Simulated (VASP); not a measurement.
NbCu:

```
Nb Cu
1.0
     0.00000    2.56221    2.56221
     2.56221    0.00000    2.56221
     2.56221    2.56221    0.00000
Nb Cu
1 1
Direct
  0.00000 0.00000 0.00000
  0.50000 0.50000 0.50000
```

* Program: VASP 6.6.1
* Task: relaxation of cell and atoms
* Functional: PBEsol
* Potentials or basis: VASP PAW PBE potentials, release 64 (Nb_sv, Cu)
* Cutoff: 600 eV
* k mesh: 9 × 9 × 9
* Occupations: fermi-dirac, width 0.05 eV
* Spin: no spin polarisation

At the start: pressure -6.0 GPa; volume 16.82 Å³/atom.

Q: How do energy, volume and symmetry change on relaxing?

A: Over 3 steps the energy falls by 12.1 meV/atom and the volume is 16.18 Å³/atom (-3.8 %); space group Fm-3m (No. 225, to 0.1 Å) before and after.

Step by step:
| step | energy change (eV) | largest force (eV/Å) | pressure (GPa) | volume (Å³) |
| --- | --- | --- | --- | --- |
| 1 | 0.0000 | 0.0000 | -6.00 | 33.64 |
| 2 | 0.0233 | 0.0000 | 9.60 | 30.67 |
| 3 | -0.0241 | 0.0000 | -0.09 | 32.36 |

Final structure:
```
CELL_PARAMETERS angstrom
0.00000 2.52932 2.52932
2.52932 0.00000 2.52932
2.52932 2.52932 0.00000
ATOMIC_POSITIONS crystal
Nb 0.00000 0.00000 0.00000
Cu 0.50000 0.50000 0.50000
```

Caveat: the PAW data sets were made with another functional, which shifts forces and pressure a little.
